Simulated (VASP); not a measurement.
InSb:

```xyz
2
Lattice="0.0000 3.2839 3.2839 3.2839 0.0000 3.2839 3.2839 3.2839 0.0000" Properties=species:S:1:pos:R:3 pbc="T T T"
In    0.0000    0.0000    0.0000
Sb    1.6420    1.6420    1.6420
```

Base run:

| Quantity | Value |
| --- | --- |
| Program | VASP 6.6.1 |
| Functional | PBE |
| Potentials or basis | VASP PAW PBE potentials, release 64 (In_d, Sb) |
| Cutoff | 520 eV |
| k mesh | 12 × 12 × 12 |
| Occupations | gaussian, width 0.1 eV |
| Spin | no spin polarisation |

Its results: band gap on the k mesh zero (filled and empty bands touch); pressure 1.2 GPa.

Problem. The run is repeated on the same cell with these changes: functional from PBE to PBEsol; further incar settings from ALGO = Normal; EDIFF = 1e-06; NBANDS = 16 to ALGO = Normal; EDIFF = 1e-07; NBANDS = 16. What comes out?

Solution. Band gap on the k mesh zero (filled and empty bands touch); pressure -0.9 GPa.

Caveats: semilocal functionals underestimate gaps, so a narrow gap can read as zero; spin-orbit coupling is left out, which moves the levels of the heavy elements; the PAW data sets were made with another functional, which shifts forces and pressure a little (at least some runs).
